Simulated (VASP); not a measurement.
Runs of VASP 6.6.1 on ZnSe. Symmetry: Fm-3m, No. 225, cubic system. Conventional cell: a = 5.318 Å, b = 5.318 Å, c = 5.318 Å, α = 90.00°, β = 90.00°, γ = 90.00°. Within 3.5 Å of Zn (site symmetry m-3m) lie 6 Se at 2.66 Å. Se (site symmetry m-3m) has 6 Zn at 2.66 Å within 3.5 Å. 

| spin | k mesh | smearing | gap on the mesh (eV) | pressure (GPa) |
| --- | --- | --- | --- | --- |
| off | 6 × 6 × 6 | fermi-dirac 0.02 eV | none | 2.5 |
| collinear, zero start | 6 × 6 × 6 | fermi-dirac 0.02 eV | none | 2.5 |
| off | 6 × 6 × 6 | gaussian 0.001 eV | none | 2.5 |
| off | 6 × 6 × 6, shifted | fermi-dirac 0.02 eV | none | (a) |
| off | 6 × 6 × 6 | fermi-dirac 0.2 eV | none | 2.6 |

Alike in all rows: task single point; level PBE; potentials or basis VASP PAW PBE potentials, release 64 (Zn, Se); cell as given; cutoff (eV) 520.

Task: Fill in the values left out.

Result: (a) 2.3.

A k mesh can miss the band edges, and the runs leave out spin-orbit coupling on Se.

A gap of «none» marks levels without a gap at the run's occupations.
